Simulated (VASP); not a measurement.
BaTiO3, 5 atoms in the cell. Symmetry: Amm2, No. 38, orthorhombic system. Conventional cell: a = 3.903 Å, b = 5.558 Å, c = 5.575 Å, α = 90.00°, β = 90.00°, γ = 90.00°. Within 3.6 Å of Ba (site symmetry mm2) lie 12 O at 2.74 to 2.83 Å and 8 Ti at 3.37 to 3.44 Å. Ti (site symmetry mm2) has 6 O at 1.91 to 2.02 Å within 2.5 Å. Within 2.6 Å of O (site symmetry mm2) lie 2 Ti at 1.95 Å. Within 2.5 Å of O (site symmetry m) lie 2 Ti at 1.91 to 2.02 Å. 

| Quantity | Value |
| --- | --- |
| Program | VASP 6.6.1 |
| Task | electric field gradients |
| Functional | PBEsol |
| Potentials or basis | VASP PAW PBE potentials, release 64 (Ba_sv, Ti_sv, O) |
| Cutoff | 520 eV |
| k mesh | 8 × 8 × 8 |
| Occupations | fermi-dirac, width 0.05 eV |
| Spin | no spin polarisation |
| Dipole correction | no |
| Further INCAR settings | ALGO = Normal; EDIFF = 1e-08; NBANDS = 28 |

Potentials or basis: VASP PAW PBE potentials, release 64 (Ba_sv, Ti_sv, O).

Launch:

```console
$ cat potpaw_PBE.64/Ba_sv/POTCAR potpaw_PBE.64/Ti_sv/POTCAR potpaw_PBE.64/O/POTCAR > POTCAR
$ mpirun -np 1 vasp_std > vasp.out
```

Hardware: 1 thread of Intel Xeon 8259CL, on a shared host.

Question: How long does it take, and how much memory?

Answer: Run time: 7.1 min on 1 thread of Intel Xeon 8259CL (shared host), peak memory 0.3 GiB. Counts: scf iterations 20, k points 105.
